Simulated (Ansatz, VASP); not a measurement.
**ReBi in VASP and in Ansatz**

```
Re Bi
1.0
     0.00000    3.11277    3.11277
     3.11277    0.00000    3.11277
     3.11277    3.11277    0.00000
Re Bi
1 1
Direct
  0.00000 0.00000 0.00000
  0.25000 0.25000 0.25000
```

Alike in both runs: functional PBE; k mesh 11 × 11 × 11; occupations fermi-dirac, width 0.1 eV; no spin polarisation.

Ansatz relaxed the structure, and its values are those at the end. VASP's run is a single point on that final structure, the one shown.

```csv
,VASP,Ansatz
version,VASP 6.6.1,Ansatz 0.2.0
potentials or method,"VASP PAW PBE potentials, release 64 (Re, Bi_d)","PAW with Ansatz's default frozen-core files, scalar-relativistic"
plane-wave cutoff (eV),520,420
valence electrons in the cell,22,30
```

|  | VASP | Ansatz | Ansatz less VASP |
| --- | --- | --- | --- |
| pressure (GPa) | 0.0 | 0.0 | +0.01 |

With one functional, cell and mesh, what is left measures potentials, basis and numerics. VASP's potentials hold 22 valence electrons a cell and Ansatz's 30, so a difference there can come from the potentials and not from the codes.

Spin-orbit coupling is off throughout.
